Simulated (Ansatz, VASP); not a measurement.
## Te2Mo: VASP and Ansatz over several settings

```
Te Mo
1.0
     3.56450    0.00000    0.00000
    -1.78225    3.08695    0.00000
     0.00000    0.00000   14.15748
Te Mo
4 2
Direct
  0.66667 0.33333 0.37900
  0.33333 0.66667 0.87900
  0.66667 0.33333 0.12100
  0.33333 0.66667 0.62100
  0.66667 0.33333 0.75000
  0.33333 0.66667 0.25000
```

Single points on this cell with VASP 6.6.1 and Ansatz 0.2.0. Each row is one pair of runs. Alike in all rows: spin: off; k mesh: 9 × 9 × 2; smearing: fermi-dirac, width 0.05 eV; VASP's potentials, cutoff: VASP PAW PBE potentials, release 64 (Te, Mo_sv), 520 eV.

```tsv
level	Ansatz's potentials, cutoff	gap on the k mesh at the Fermi level (eV), VASP	gap on the k mesh at the Fermi level (eV), Ansatz	least direct gap on the mesh (eV), VASP	least direct gap on the mesh (eV), Ansatz	pressure (GPa), VASP	pressure (GPa), Ansatz
PBE	Ansatz PAW polarizable, 420 eV	0.80	0.80	0.99	0.99	-0.9	-0.9
BLYP+D3(BJ)	Ansatz PAW, 420 eV	0.82	0.83	0.98	0.98	-2.2	-2.6
PBE	PseudoDojo standard (PBE files), 1120 eV	0.80	0.80	0.99	0.98	-0.9	-0.9
r2SCAN+D4	Ansatz PAW, 500 eV	0.90	0.91	1.07	1.07	-2.6	-2.7
revPBE	Ansatz PAW, 420 eV	0.81	0.82	0.99	0.99	0.4	0.4
```

Gap on the k mesh at the fermi level (eV): the two programs differ by at most 0.01; least direct gap on the mesh (eV): the two programs differ by at most 0.002; pressure (GPa): the two programs differ by at most 0.34.

VASP's potentials hold 52 valence electrons a cell and Ansatz's 92, so a difference there can come from the potentials and not from the codes.

Neither program's run includes spin-orbit coupling. Noted on Ansatz's runs: odd divisions of the mesh miss points on the zone boundary, where band edges often lie, so the gap on the mesh can be too wide.
